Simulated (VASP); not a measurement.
CdS, 2 atoms in the cell. It takes space group Fm-3m (No. 225, cubic). The conventional cell has a = 5.506 Å, b = 5.506 Å, c = 5.506 Å, α = 90.00°, β = 90.00°, γ = 90.00°. Cd (site symmetry m-3m) has 6 S at 2.75 Å within 3.6 Å. Within 3.6 Å of S (site symmetry m-3m) lie 6 Cd at 2.75 Å. 

```yaml
Program: VASP 6.6.1
Task: single point
Functional: LDA
Potentials_or_basis: VASP PAW LDA potentials, release 64 (Cd, S)
Cutoff: 500 eV
k_mesh: 3 × 3 × 3
Occupations: gaussian, width 0.01 eV
Spin: no spin polarisation
Dipole_correction: no
Further_INCAR_settings: ALGO = Normal; EDIFF = 1e-06; NBANDS = 16
```

Potentials or basis: VASP PAW LDA potentials, release 64 (Cd, S).

Run with:

```console
$ cat potpaw_LDA.64/Cd/POTCAR potpaw_LDA.64/S/POTCAR > POTCAR
$ mpirun -np 1 vasp_std > vasp.out
```

Hardware: 1 thread of AMD EPYC 7R13, with other jobs on the host.

Problem. How long does it take, and how much memory?

Solution. Wall time 9.7 s on 1 thread of AMD EPYC 7R13, on a shared host, peak memory 0.1 GiB. Counts: scf iterations 13, k points 4.
